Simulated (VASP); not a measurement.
# Bi2Te3 in VASP: single point with PBEsol

Aim: the single point of Bi2Te3 with PBEsol.

Everything below comes from runs of VASP 6.6.1. Logs are shortened: lines on timing, memory, paths and dates and some standing lists are left out, and cuts for length are marked.

## Step 1: The cell of the first run

The cell holds a slab with vacuum, 10 atoms: a = 4.365 Å, b = 4.365 Å, c = 59.183 Å, α = 90.00°, β = 90.00°, γ = 120.00°.

## Step 2: Single point, PBEsol

Contents of INCAR:

```
SYSTEM = Bi2Te3
ALGO = Normal
DIPOL = 0.5 0.5 0.468
EDIFF = 1E-6
ENCUT = 400
GGA = PS
GGA_COMPAT = .FALSE.
IDIPOL = 3
ISIF = 2
ISMEAR = 0
LASPH = .TRUE.
LCHARG = .FALSE.
LDIPOL = .TRUE.
LREAL = .FALSE.
LWAVE = .FALSE.
NBANDS = 59
NELM = 120
NELMDL = -8
PREC = Accurate
SIGMA = 0.02
```

Contents of KPOINTS:

```
k-points
0
G
  9 9 1
  0 0 0
```

Contents of POSCAR:

```
Bi2Te3
1.0
    4.3647112016      0.0000000000      0.0000000000
   -2.1823556008      3.7799507808      0.0000000000
    0.0000000000      0.0000000000     59.1834426269
Te Bi
6 4
Direct
    0.0000000000      0.0000000000      0.3191028130
    0.6666666667      0.3333333333      0.3821557326
    0.3333333333      0.6666666667      0.4456053536
    0.6666666667      0.3333333333      0.4901874992
    0.3333333333      0.6666666667      0.5536371202
    0.0000000000      0.0000000000      0.6166900398
    0.3333333333      0.6666666667      0.3479140345
    0.0000000000      0.0000000000      0.4163319590
    0.0000000000      0.0000000000      0.5194608939
    0.6666666667      0.3333333333      0.5878788183
```

Potentials or basis: VASP PAW PBE potentials, release 64 (Te, Bi_d).

Command:

```console
$ cat potpaw_PBE.64/Te/POTCAR potpaw_PBE.64/Bi_d/POTCAR > POTCAR
$ mpirun -np 1 vasp_std > vasp.out
```

OUTCAR:

```text
SYSTEM = Bi2Te3
   EDIFF = 1E-6
   ENCUT = 400
   GGA = PS
   ISIF = 2
   ISMEAR = 0
   LASPH = .TRUE.
   LREAL = .FALSE.
   NELM = 120
   NELMDL = -8
   PREC = Accurate

 ion  position               nearest neighbor table
   1  0.000  0.000  0.319-   7 3.04   7 3.04   7 3.04
   2  0.667  0.333  0.382-   8 3.23   8 3.23   8 3.23   7 3.23   7 3.23   7 3.23
   3  0.333  0.667  0.446-   8 3.06   8 3.06   8 3.06   4 3.65   4 3.65   4 3.65
   4  0.667  0.333  0.490-   9 3.06   9 3.06   9 3.06   3 3.65   3 3.65   3 3.65
   5  0.333  0.667  0.554-   9 3.23   9 3.23   9 3.23  10 3.23  10 3.23  10 3.23
   6  0.000  0.000  0.617-  10 3.04  10 3.04  10 3.04
   7  0.333  0.667  0.348-   1 3.04   1 3.04   1 3.04   2 3.23   2 3.23   2 3.23
   8  0.000  0.000  0.416-   3 3.06   3 3.06   3 3.06   2 3.23   2 3.23   2 3.23
   9  0.000  0.000  0.519-   4 3.06   4 3.06   4 3.06   5 3.23   5 3.23   5 3.23
  10  0.667  0.333  0.588-   6 3.04   6 3.04   6 3.04   5 3.23   5 3.23   5 3.23

  LATTYP: Found a hexagonal cell.
 ALAT       =     4.3647112016
 C/A-ratio  =    13.5595323249

  Lattice vectors:

 A1 = (   4.3647112016,   0.0000000000,   0.0000000000)
 A2 = (  -2.1823556008,   3.7799507808,   0.0000000000)
 A3 = (   0.0000000000,   0.0000000000,  59.1834426269)

Analysis of symmetry for initial positions (statically):
=====================================================================
 Subroutine PRICEL returns:
 Original cell was already a primitive cell.

 Routine SETGRP: Setting up the symmetry group for a
 hexagonal supercell.

 Subroutine GETGRP returns: Found 12 space group operations
 (whereof  6 operations were pure point group operations)
 out of a pool of 24 trial point group operations.

The static configuration has the point symmetry C_3v.
 The point group associated with its full space group is D_3d.

Analysis of symmetry for dynamics (positions and initial velocities):
=====================================================================
 Subroutine PRICEL returns:
 Original cell was already a primitive cell.

 Routine SETGRP: Setting up the symmetry group for a
 hexagonal supercell.

 Subroutine GETGRP returns: Found 12 space group operations
 (whereof  6 operations were pure point group operations)
 out of a pool of 24 trial point group operations.

The dynamic configuration has the point symmetry C_3v.
 The point group associated with its full space group is D_3d.

 Subroutine INISYM returns: Found 12 space group operations
 (whereof  6 operations are pure point group operations),
 and found     1 'primitive' translations

[... 115 lines left out ...]
   IMIX   =      4    mixing-type and parameters
     AMIX     =   0.40;   BMIX     =  1.00
     AMIX_MAG =   1.60;   BMIX_MAG =  1.00
  volume/ion in A,a.u.               =      97.64       658.93
  Fermi-wavevector in a.u.,A,eV,Ry     =   0.755587  1.427853  7.767730  0.570912
  Thomas-Fermi vector in A             =   1.853515
   LORBIT       =      0    0 simple, 1 ext, 2 COOP (PROOUT), +10 PAW based schemes
   GGA     = PS    functional components
   LHFCALC =     F    Hartree Fock is set to
   AEXX    =    0.0000 exact exchange contribution
   IVDW    =     0    specifies the selected vdW correction
   LEPSILON=     F    determine dielectric tensor
   LRPA    =     F    only Hartree local field effects (RPA)
 non-spin polarized calculation
 Gauss-broadening in eV      SIGMA  =   0.02
  energy-cutoff  :      400.00
  volume of cell :      976.43
 maximum number of plane-waves:     17841
   NGX = 15   NGY = 15   NGZ =193

 dipolmoment           0.000000      0.000000     -0.000016 electrons x Angstroem

 number of electron      96.0000008 magnetization

 dipolmoment           0.000000      0.000000      0.000033 electrons x Angstroem

 Free energy of the ion-electron system (eV)
  ---------------------------------------------------
  ext. energy  EPLUGINS =         0.00000000
  ---------------------------------------------------
  free energy    TOTEN  =       -40.40258645 eV

  energy without entropy =      -40.40258645  energy(sigma->0) =      -40.40258645

 E-fermi :  -1.1611     XC(G=0):  -3.5297

 val. band max:       -1.3067490484   @ k =   0.0000   0.0000   0.0000
 cond. band min:      -0.7869822665   @ k =   0.0000   0.0000   0.0000
 fundamental gap:      0.5197667819
 Fermi energy:        -1.1611031360

 k-point     1 :       0.0000    0.0000    0.0000
  band No.  band energies     occupation
      1     -24.2155      2.00000
      2     -24.2155      2.00000
      3     -24.2154      2.00000
      4     -24.2154      2.00000
      5     -24.2036      2.00000
      6     -24.2035      2.00000
[... 733 lines left out ...]
     58       3.0486      0.00000
     59       3.0657      0.00000

------------------------ aborting loop because EDIFF is reached ----------------------------------------

 vacuum level on the upper side and lower side of the slab       (xc-potential included)        -0.005        -0.006

  FORCE on cell =-STRESS in cart. coord.  units (eV):
  Direction    XX          YY          ZZ          XY          YZ          ZX
  --------------------------------------------------------------------------------------
  -------------------------------------------------------------------------------------
  Total       -0.0009859     -0.0009859      0.0253273      0.0000000     -0.0000000      0.0000000
  in kB       -0.0016177     -0.0016177      0.0415584      0.0000000     -0.0000000      0.0000000
  external PRESSURE =       0.0127743 kB  Pullay stress =       0.0000000 kB

 VOLUME and BASIS-vectors are now :
 -----------------------------------------------------------------------------
  energy-cutoff  :      400.00
  volume of cell :      976.43
      direct lattice vectors                 reciprocal lattice vectors
     4.364711202  0.000000000  0.000000000     0.229110233  0.132276855  0.000000000
    -2.182355601  3.779950781  0.000000000     0.000000000  0.264553709  0.000000000
     0.000000000  0.000000000 59.183442627     0.000000000  0.000000000  0.016896618

 POSITION                                       TOTAL-FORCE (eV/Angst)
 -----------------------------------------------------------------------------------
      0.00000      0.00000     18.88560         0.000000     -0.000000     -0.016391
      2.18236      1.25998     22.61729         0.000000     -0.000000     -0.000003
     -0.00000      2.51997     26.37246        -0.000000      0.000000      0.018130
      2.18236      1.25998     29.01098         0.000000     -0.000000     -0.018130
     -0.00000      2.51997     32.76615        -0.000000      0.000000      0.000003
      0.00000      0.00000     36.49784        -0.000000     -0.000000      0.016391
     -0.00000      2.51997     20.59075         0.000000     -0.000000      0.014032
      0.00000      0.00000     24.63996        -0.000000     -0.000000     -0.013270
      0.00000      0.00000     30.74348         0.000000      0.000000      0.013270
      2.18236      1.25998     34.79269        -0.000000      0.000000     -0.014032
 -----------------------------------------------------------------------------------
    total drift:                               -0.000000     -0.000001      0.000486

  FREE ENERGIE OF THE ION-ELECTRON SYSTEM (eV)
  ---------------------------------------------------
  free  energy   TOTEN  =       -40.4025864470 eV

  energy  without entropy=      -40.4025864470  energy(sigma->0) =      -40.40258645

 vacuum level on the upper side and lower side of the slab         3.784         3.784
```

OSZICAR:

```text
N       E                     dE             d eps       ncg     rms          rms(c)
DAV:   1     0.750408366280E+03    0.75041E+03   -0.35413E+04  1784   0.104E+03
DAV:   2     0.350316011089E+02   -0.71538E+03   -0.70201E+03  1737   0.289E+02
DAV:   3    -0.377479413820E+02   -0.72780E+02   -0.71918E+02  1760   0.108E+02
DAV:   4    -0.408784718663E+02   -0.31305E+01   -0.31111E+01  1821   0.244E+01
[... 14 lines left out ...]
DAV:  19    -0.404025946900E+02    0.70971E-05   -0.38429E-05  1688   0.330E-02    0.186E-01
DAV:  20    -0.404025935396E+02    0.11504E-05   -0.56730E-06  1437   0.102E-02    0.172E-01
DAV:  21    -0.404025882797E+02    0.52599E-05   -0.76709E-06  1429   0.153E-02    0.137E-01
DAV:  22    -0.404025871832E+02    0.10965E-05   -0.27441E-05  1549   0.290E-02    0.778E-02
DAV:  23    -0.404025864470E+02    0.73617E-06   -0.39897E-06  1453   0.903E-03
   1 F= -.40402586E+02 E0= -.40402586E+02  d E =-.129580E-26
```

Wall time 13 min (1 thread of Intel Xeon Platinum 8488C (Sapphire Rapids), shared host); peak memory 0.81 GiB.

Results:

```
Free energy            : -40.4026 eV
Largest force          : 0.018 eV/Å
Band gap on the k mesh : 0.52 eV
```

Forces on the atoms (eV/Å):
```
Te   0.000  0.000 -0.016
Te   0.000  0.000  0.000
Te   0.000  0.000  0.018
Te   0.000  0.000 -0.018
Te   0.000  0.000  0.000
Te   0.000  0.000  0.016
Bi   0.000  0.000  0.014
Bi   0.000  0.000 -0.013
Bi   0.000  0.000  0.013
Bi   0.000  0.000 -0.014
```

Levels at points of the mesh, in eV from the valence-band top:
```
           k point  band 44  band 45  band 46  band 47  band 48  band 49  band 50  band 51  band 52  band 53
(0.00, 0.00, 0.00)    -0.79    -0.79    -0.66    -0.66     0.00     0.52     0.83     1.03     1.03     1.28
```

Caveat: the PAW data sets were made with another functional, which shifts forces and pressure a little; spin-orbit coupling is left out, which moves the levels of the heavy elements.
